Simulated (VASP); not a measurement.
# AlBiSe2 (I4/mcm) in VASP: further runs

AlBiSe2 is run at these levels: PBE; tasks: single point.

All numbers are computed with VASP 6.6.1; they aren't measurements. Logs are shortened: lines on timing, memory, paths and dates and some standing lists are left out, and cuts for length are marked.

## 1. The cell of the first run

Symmetry: I4/mcm, No. 140, tetragonal system. Conventional cell: a = 8.287 Å, b = 8.287 Å, c = 6.446 Å, α = 90.00°, β = 90.00°, γ = 90.00°. Within 4.2 Å of Bi (site symmetry 422) lie 2 Bi at 3.22 Å and 8 Se at 3.48 Å and 4 Al at 4.14 Å. Se (site symmetry m2m) has 2 Al at 2.53 Å within 3.3 Å. Al (site symmetry -42m) has 4 Se at 2.53 Å and 2 Al at 3.22 Å within 3.3 Å.

## 2. Single point, PBE

INCAR

```
SYSTEM = AlBiSe2
PREC = Accurate
ENCUT = 500
EDIFF = 1E-6
ISMEAR = -1
SIGMA = 0.1
LREAL = .FALSE.
LASPH = .TRUE.
NELM = 120
ALGO = Normal
ISIF = 2
LWAVE = .FALSE.
LCHARG = .FALSE.
GGA = PE
NBANDS = 40
GGA_COMPAT = .FALSE.
```

KPOINTS

```
regular mesh
0
G
  4 4 4
  0 0 0
```

POSCAR

```
AlBiSe2
1.0
    0.0000000000      0.0000000000      6.4461520000
    4.1433730000     -4.1433730000      3.2230760000
    4.1433730000      4.1433730000     -3.2230760000
Bi Se Al
2 4 2
Direct
    0.2500000000      0.0000000000      0.0000000000
    0.7500000000      0.0000000000      0.0000000000
    0.6667000000      0.5000000000      0.8334000000
    0.1667000000      0.1666000000      0.5000000000
    0.3333000000      0.5000000000      0.1666000000
    0.8333000000      0.8334000000      0.5000000000
    0.7500000000      0.5000000000      0.5000000000
    0.2500000000      0.5000000000      0.5000000000
```

Potentials or basis: VASP PAW PBE potentials, release 64 (Bi_d, Se, Al).

Started as:

```console
$ cat potpaw_PBE.64/Bi_d/POTCAR potpaw_PBE.64/Se/POTCAR potpaw_PBE.64/Al/POTCAR > POTCAR
$ mpirun -np 1 vasp_std > vasp.out
```

OUTCAR:

```text
SYSTEM = AlBiSe2
   PREC = Accurate
   ENCUT = 500
   EDIFF = 1E-6
   ISMEAR = -1
   LREAL = .FALSE.
   LASPH = .TRUE.
   NELM = 120
   ISIF = 2
   GGA = PE

 ion  position               nearest neighbor table
   1  0.250  0.000  0.000-   2 3.22   2 3.22
   2  0.750  0.000  0.000-   1 3.22   1 3.22
   3  0.667  0.500  0.833-   7 2.53   8 2.53
   4  0.167  0.167  0.500-   7 2.53   8 2.53
   5  0.333  0.500  0.167-   7 2.53   8 2.53
   6  0.833  0.833  0.500-   7 2.53   8 2.53
   7  0.750  0.500  0.500-   3 2.53   4 2.53   5 2.53   6 2.53   8 3.22   8 3.22
   8  0.250  0.500  0.500-   3 2.53   4 2.53   5 2.53   6 2.53   7 3.22   7 3.22

  LATTYP: Found a body centered tetragonal cell.
 ALAT       =     8.2867460000
 C/A-ratio  =     0.7778870017

  Lattice vectors:

 A1 = (   4.1433730000,  -4.1433730000,  -3.2230760000)
 A2 = (  -4.1433730000,   4.1433730000,  -3.2230760000)
 A3 = (   4.1433730000,   4.1433730000,   3.2230760000)

Analysis of symmetry for initial positions (statically):
=====================================================================
 Subroutine PRICEL returns:
 Original cell was already a primitive cell.

 Routine SETGRP: Setting up the symmetry group for a
 body centered tetragonal supercell.

 Subroutine GETGRP returns: Found 16 space group operations
 (whereof  8 operations were pure point group operations)
 out of a pool of 16 trial point group operations.

The static configuration has the point symmetry C_4h.
 The point group associated with its full space group is D_4h.

Analysis of symmetry for dynamics (positions and initial velocities):
=====================================================================
 Subroutine PRICEL returns:
 Original cell was already a primitive cell.

 Routine SETGRP: Setting up the symmetry group for a
 body centered tetragonal supercell.

 Subroutine GETGRP returns: Found 16 space group operations
 (whereof  8 operations were pure point group operations)
 out of a pool of 16 trial point group operations.

The dynamic configuration has the point symmetry C_4h.
 The point group associated with its full space group is D_4h.

 Subroutine INISYM returns: Found 16 space group operations
 (whereof  8 operations are pure point group operations),
 and found     1 'primitive' translations

----------------------------------------------------------------------------------------

[... 96 lines left out ...]
   IBRION =     -1    ionic relax: 0-MD 1-quasi-New 2-CG
   NFREE  =      0    steps in history (QN), initial steepest desc. (CG)
   ISIF   =      2    stress and relaxation
   ISYM   =      2    0-nonsym 1-usesym 2-fastsym
   POTIM  = 0.5000    time-step for ionic-motion
   TEBEG  =    0.0;   TEEND  =   0.0 temperature during run
   PSTRESS=    0.0 pullay stress
   NELECT =      60.0000    total number of electrons
   NUPDOWN=      -1.0000    fix difference up-down
   EMIN   =  10.00;   EMAX   =-10.00  energy-range for DOS
   EFERMI =   0.00;   METHOD = LEGACY
   ISMEAR =    -1;   SIGMA  =   0.10  broadening in eV -4-tet -1-fermi 0-gaus
   EFERMI_NEDOS =   21; number of points for ismear=-14 and -15
   IALGO  =     38    algorithm
   IMIX   =      4    mixing-type and parameters
     AMIX     =   0.40;   BMIX     =  1.00
     AMIX_MAG =   1.60;   BMIX_MAG =  1.00
  volume/ion in A,a.u.               =      27.67       186.70
  Fermi-wavevector in a.u.,A,eV,Ry     =   1.059528  2.002217 15.273891  1.122599
  Thomas-Fermi vector in A             =   2.194876
   LORBIT       =      0    0 simple, 1 ext, 2 COOP (PROOUT), +10 PAW based schemes
   GGA     = PE    functional components
   LHFCALC =     F    Hartree Fock is set to
   AEXX    =    0.0000 exact exchange contribution
   IVDW    =     0    specifies the selected vdW correction
   LEPSILON=     F    determine dielectric tensor
   LRPA    =     F    only Hartree local field effects (RPA)
 non-spin polarized calculation
  energy-cutoff  :      500.00
  volume of cell :      221.33
 maximum number of plane-waves:      5666
 NGX is ok and might be reduce to    48
   NGX = 23   NGY = 25   NGZ = 25

 number of electron      59.9999998 magnetization

 Free energy of the ion-electron system (eV)
  ---------------------------------------------------
  ext. energy  EPLUGINS =         0.00000000
  ---------------------------------------------------
  free energy    TOTEN  =       -32.00106862 eV

  energy without entropy =      -31.85957445  energy(sigma->0) =      -31.93032154

 E-fermi :   4.8875     XC(G=0):  -9.1890

 val. band max:        4.8849042637   @ k =   0.0000   0.2500   0.2500
 cond. band min:       4.9889602993   @ k =   0.5000  -0.0000   0.0000
 fundamental gap:      0.1040560356
 Fermi energy:         4.8874841732

 k-point     1 :       0.0000    0.0000    0.0000
  band No.  band energies     occupation
      1     -18.5197      2.00000
      2     -18.4612      2.00000
      3     -18.4587      2.00000
      4     -18.4493      2.00000
      5     -18.4484      2.00000
      6     -18.4254      2.00000
[... 548 lines left out ...]
     39       8.7606      0.00000
     40       9.5108      0.00000

------------------------ aborting loop because EDIFF is reached ----------------------------------------

  FORCE on cell =-STRESS in cart. coord.  units (eV):
  Direction    XX          YY          ZZ          XY          YZ          ZX
  --------------------------------------------------------------------------------------
  -------------------------------------------------------------------------------------
  Total       -3.7940635     -3.7940635     -5.2151417      0.0000000      0.0000000      0.0000000
  in kB      -27.4648087    -27.4648087    -37.7518377      0.0000000      0.0000000      0.0000000
  external PRESSURE =     -30.8938184 kB  Pullay stress =       0.0000000 kB

 VOLUME and BASIS-vectors are now :
 -----------------------------------------------------------------------------
  energy-cutoff  :      500.00
  volume of cell :      221.33
      direct lattice vectors                 reciprocal lattice vectors
     0.000000000  0.000000000  6.446152000     0.000000000  0.120674629  0.155131309
     4.143373000 -4.143373000  3.223076000     0.120674629 -0.120674629  0.000000000
     4.143373000  4.143373000 -3.223076000     0.120674629  0.120674629  0.000000000

 POSITION                                       TOTAL-FORCE (eV/Angst)
 -----------------------------------------------------------------------------------
      0.00000      0.00000      1.61154         0.000000      0.000000     -0.000000
      0.00000      0.00000      4.83461         0.000000      0.000000     -0.000000
      5.52477      1.38140      3.22308        -0.511595     -0.511595     -0.000000
      2.76197      1.38140      0.00000         0.511595     -0.511595     -0.000000
      2.76197     -1.38140      3.22308         0.511595      0.511595     -0.000000
      5.52477     -1.38140      6.44615        -0.511595      0.511595      0.000000
      4.14337      0.00000      4.83461         0.000000      0.000000     -0.000000
      4.14337      0.00000      1.61154         0.000000      0.000000     -0.000000
 -----------------------------------------------------------------------------------
    total drift:                               -0.000000     -0.000000      0.000000

  FREE ENERGIE OF THE ION-ELECTRON SYSTEM (eV)
  ---------------------------------------------------
  free  energy   TOTEN  =       -32.0010686158 eV

  energy  without entropy=      -31.8595744549  energy(sigma->0) =      -31.93032154
```

OSZICAR:

```text
N       E                     dE             d eps       ncg     rms          rms(c)
DAV:   1     0.505755596711E+03    0.50576E+03   -0.26329E+04  1040   0.139E+03
DAV:   2     0.302282000924E+02   -0.47553E+03   -0.45687E+03  1096   0.347E+02
DAV:   3    -0.300969507093E+02   -0.60325E+02   -0.58672E+02  1328   0.136E+02
DAV:   4    -0.327474926218E+02   -0.26505E+01   -0.26218E+01  1232   0.307E+01
DAV:   5    -0.328415262227E+02   -0.94034E-01   -0.93963E-01  1448   0.579E+00    0.761E+00
DAV:   6    -0.320346560691E+02    0.80687E+00   -0.14356E+00  1216   0.474E+00    0.425E+00
DAV:   7    -0.320030629046E+02    0.31593E-01   -0.48029E-01  1360   0.232E+00    0.165E+00
DAV:   8    -0.320016263707E+02    0.14365E-02   -0.58652E-02  1280   0.126E+00    0.289E-01
DAV:   9    -0.320008824851E+02    0.74389E-03   -0.87204E-03  1200   0.475E-01    0.107E-01
DAV:  10    -0.320010394439E+02   -0.15696E-03   -0.99578E-04  1320   0.130E-01    0.513E-02
DAV:  11    -0.320010654374E+02   -0.25993E-04   -0.12728E-04  1376   0.584E-02    0.226E-02
DAV:  12    -0.320010681345E+02   -0.26971E-05   -0.10819E-05  1168   0.139E-02    0.559E-03
DAV:  13    -0.320010686158E+02   -0.48136E-06   -0.25908E-06   976   0.719E-03
   1 F= -.32001069E+02 E0= -.31930322E+02  d E =-.141494E+00
```

It took 3.6 min on 1 thread of Intel Xeon 8259CL, shared host; peak memory 0.39 GiB.

Results:

* Free energy: -32.0011 eV
* Pressure: -3.1 GPa
* Largest force: 0.724 eV/Å
* Band gap on the k mesh: zero (bands 30 and 31 overlap by 1.06 eV)

Forces in eV/Å, atoms in the order of the input:
```
Bi   0.000  0.000  0.000
Bi   0.000  0.000  0.000
Se  -0.512 -0.512  0.000
Se   0.512 -0.512  0.000
Se   0.512  0.512  0.000
Se  -0.512  0.512  0.000
Al   0.000  0.000  0.000
Al   0.000  0.000  0.000
```

Levels at points of the mesh, in eV from the Fermi level:
| k point | band 26 | band 27 | band 28 | band 29 | band 30 | band 31 | band 32 | band 33 | band 34 | band 35 |
| --- | --- | --- | --- | --- | --- | --- | --- | --- | --- | --- |
| (0.00, 0.00, 0.00) | -2.57 | -2.43 | -2.02 | -0.16 | 0.79 | 0.79 | 1.36 | 1.36 | 1.37 | 2.71 |
| (0.50, 0.00, 0.00) | -2.82 | -2.50 | -2.50 | -0.15 | -0.15 | 0.10 | 0.10 | 1.17 | 1.17 | 2.11 |
| (0.00, 0.50, 0.00) | -2.68 | -2.56 | -2.25 | -1.48 | -1.05 | -0.27 | 0.38 | 1.81 | 2.04 | 2.43 |
| (0.00, 0.50, 0.50) | -2.79 | -2.79 | -2.40 | -1.94 | -0.06 | -0.06 | 0.27 | 0.27 | 1.46 | 2.40 |

Caveat: the cell stands under tension; spin-orbit coupling is left out, which moves the levels of the heavy elements.

## 3. Single point, PBE

INCAR

```
PREC = Accurate
ENCUT = 500
EDIFF = 1E-6
ISMEAR = -1
SIGMA = 0.1
LREAL = False
LASPH = True
NELM = 120
ALGO = Normal
ISIF = 2
LWAVE = False
LCHARG = False
GGA = PE
NBANDS = 40
GGA_COMPAT = False
```

KPOINTS

```
Automatic mesh
0
Gamma
  4 4 4
```

POSCAR is that of step 2.

Potentials or basis: VASP PAW PBE potentials, release 64 (Bi_d, Se, Al).

Started as:

```console
$ cat potpaw_PBE.64/Bi_d/POTCAR potpaw_PBE.64/Se/POTCAR potpaw_PBE.64/Al/POTCAR > POTCAR
$ mpirun -np 1 vasp_std > vasp.out
```

Run time: 4.2 min. Hardware: 1 thread of Intel Xeon 8259CL, shared host; peak memory 0.39 GiB.

It converged, with:

| Item | Value |
| --- | --- |
| Free energy | -32.0011 eV |
| Pressure | -3.1 GPa |
| Largest force | 0.724 eV/Å |
| Band gap on the k mesh | zero (bands 30 and 31 overlap by 1.06 eV) |

Forces on the atoms (eV/Å):
```
Bi   0.000  0.000  0.000
Bi   0.000  0.000  0.000
Se  -0.512 -0.512  0.000
Se   0.512 -0.512  0.000
Se   0.512  0.512  0.000
Se  -0.512  0.512  0.000
Al   0.000  0.000  0.000
Al   0.000  0.000  0.000
```

Stress tensor (GPa, compression positive):
```
-2.75  0.00  0.00
 0.00 -2.75  0.00
 0.00  0.00 -3.78
```

Levels at points of the mesh, in eV from the Fermi level:
| k point | band 28 | band 29 | band 30 | band 31 | band 32 | band 33 |
| --- | --- | --- | --- | --- | --- | --- |
| (0.00, 0.00, 0.00) | -2.02 | -0.16 | 0.79 | 0.79 | 1.36 | 1.36 |
| (0.50, 0.00, 0.00) | -2.50 | -0.15 | -0.15 | 0.10 | 0.10 | 1.17 |
| (0.00, 0.50, 0.00) | -2.25 | -1.48 | -1.05 | -0.27 | 0.38 | 1.81 |
| (0.00, 0.50, 0.50) | -2.40 | -1.94 | -0.06 | -0.06 | 0.27 | 0.27 |

Caveat: the cell stands under tension; spin-orbit coupling is left out, which moves the levels of the heavy elements.

## 4. Single point, PBE

INCAR

```
SYSTEM = AlBiSe2
PREC = Accurate ; ENCUT = 500
EDIFF = 1E-6 ; ISMEAR = 0
SIGMA = 0.025 ; LREAL = .FALSE.
LASPH = .TRUE. ; NELM = 120
ALGO = Normal ; ISIF = 2
LWAVE = .FALSE. ; LCHARG = .TRUE.
GGA = PE ; LELF = .TRUE.
LVHAR = .TRUE. ; NBANDS = 40
GGA_COMPAT = .FALSE.
```

KPOINTS

```
Automatic mesh
0
G
  4 4 4
  0 0 0
```

POSCAR is that of step 3.

Started as:

```console
$ cat potpaw_PBE.64/Bi_d/POTCAR potpaw_PBE.64/Se/POTCAR potpaw_PBE.64/Al/POTCAR > POTCAR
$ mpirun -np 1 vasp_std > vasp.out
```

Wall time 5.8 min (1 thread of Intel Xeon 8259CL, shared host); peak memory 0.39 GiB.

Results (log left out):

* Free energy: -31.9319 eV
* Pressure: -3.1 GPa
* Largest force: 0.708 eV/Å
* Band gap on the k mesh: zero (bands 30 and 31 overlap by 1.06 eV)

Forces in eV/Å, atoms in the order of the input:
```
Bi   0.000  0.000  0.000
Bi   0.000  0.000  0.000
Se  -0.501 -0.501  0.000
Se   0.501 -0.501  0.000
Se   0.501  0.501  0.000
Se  -0.501  0.501  0.000
Al   0.000  0.000  0.000
Al   0.000  0.000  0.000
```

Stress tensor (GPa, compression positive):
```
-2.63  0.00  0.00
 0.00 -2.63  0.00
 0.00  0.00 -3.96
```

Levels at points of the mesh, in eV from the Fermi level:
```csv
k point,band 28,band 29,band 30,band 31,band 32,band 33
"(0.00, 0.00, 0.00)",-2.01,-0.14,0.81,0.81,1.37,1.37
"(0.50, 0.00, 0.00)",-2.48,-0.13,-0.13,0.12,0.12,1.19
"(0.00, 0.50, 0.00)",-2.23,-1.46,-1.03,-0.25,0.39,1.82
"(0.00, 0.50, 0.50)",-2.38,-1.93,-0.05,-0.05,0.28,0.28
```

Caveat: the cell stands under tension; spin-orbit coupling is left out, which moves the levels of the heavy elements.

The gap in the log of VASP goes by the Fermi energy; the results here count the filled bands.